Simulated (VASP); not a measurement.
A run of VASP 6.6.1:

Contents of INCAR:

```
PREC = Accurate ; ENCUT = 520
EDIFF = 1E-6 ; ISMEAR = 1
SIGMA = 0.0145 ; LREAL = F
LASPH = T ; NELM = 80
ALGO = Normal ; ISIF = 2
LWAVE = F ; LCHARG = T
GGA = PS ; LELF = T
LVHAR = T ; NBANDS = 26
```

KPOINTS

```
regular mesh
0
Gamma
  4 4 4
```

POSCAR

```
HgTe
1.0
    4.5798210000      0.0000000000      0.0000000000
   -0.6691163603      4.5306780606      0.0000000000
    0.0000000000      0.0000000000      5.7981570000
Hg Te
2 2
Direct
    0.3430500000      0.6569500000      0.7500000000
    0.6569500000      0.3430500000      0.2500000000
    0.7848090000      0.2151910000      0.7500000000
    0.2151910000      0.7848090000      0.2500000000
```

Potentials or basis: VASP PAW PBE potentials, release 64 (Hg, Te).

Command:

```sh
$ cat potpaw_PBE.64/Hg/POTCAR potpaw_PBE.64/Te/POTCAR > POTCAR
$ mpirun -np 1 vasp_std > vasp.out
```

Hardware: 1 thread of AMD EPYC 9R14 (Zen 4) (shared host).

Question: How long does it take, and how much memory?

Answer: It took 40 s on 1 thread of AMD EPYC 9R14 (Zen 4), on a shared host, peak memory 0.23 GiB. Counts: scf iterations 13, k points 21.
